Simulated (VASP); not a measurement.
Here is a VASP 6.6.1 calculation.

The input INCAR:

```
PREC = Accurate ; ENCUT = 520
EDIFF = 1E-6 ; ISMEAR = 0
SIGMA = 0.1 ; LREAL = False
LASPH = True ; NELM = 80
ALGO = Normal ; ISIF = 2
LWAVE = False ; LCHARG = True
GGA = PE ; LELF = True
LVHAR = True ; NBANDS = 26
```

Contents of KPOINTS:

```
regular mesh
0
Gamma
  4 4 4
```

File POSCAR:

```
GaO4
1.0
    3.9712903200      0.0000000000      0.0000000000
    0.0000000000      3.9712903200      0.0000000000
    0.0000000000      0.0000000000      3.9712903200
Ga O
1 4
Direct
    0.0000000000      0.0000000000      0.0000000000
    0.5000000000      0.5000000000      0.5000000000
    0.5000000000      0.0000000000      0.0000000000
    0.0000000000      0.5000000000      0.0000000000
    0.0000000000      0.0000000000      0.5000000000
```

Potentials or basis: VASP PAW PBE potentials, release 64 (Ga_d, O).

The run is started by

```bash
$ cat potpaw_PBE.64/Ga_d/POTCAR potpaw_PBE.64/O/POTCAR > POTCAR
$ mpirun -np 1 vasp_std > vasp.out
```

Question: Estimate the band gap on the k mesh.

Answer: Zero (an odd number of electrons rules out a gap without spin polarisation).

Question: Estimate the pressure.

Answer: -10.0 GPa.

Caveat: the k points lie up to 0.40 Å⁻¹ apart, too coarse for converged energies and pressures of a metal; an odd number of electrons without spin polarisation forces a metal; a magnetic or distorted state may lie lower.
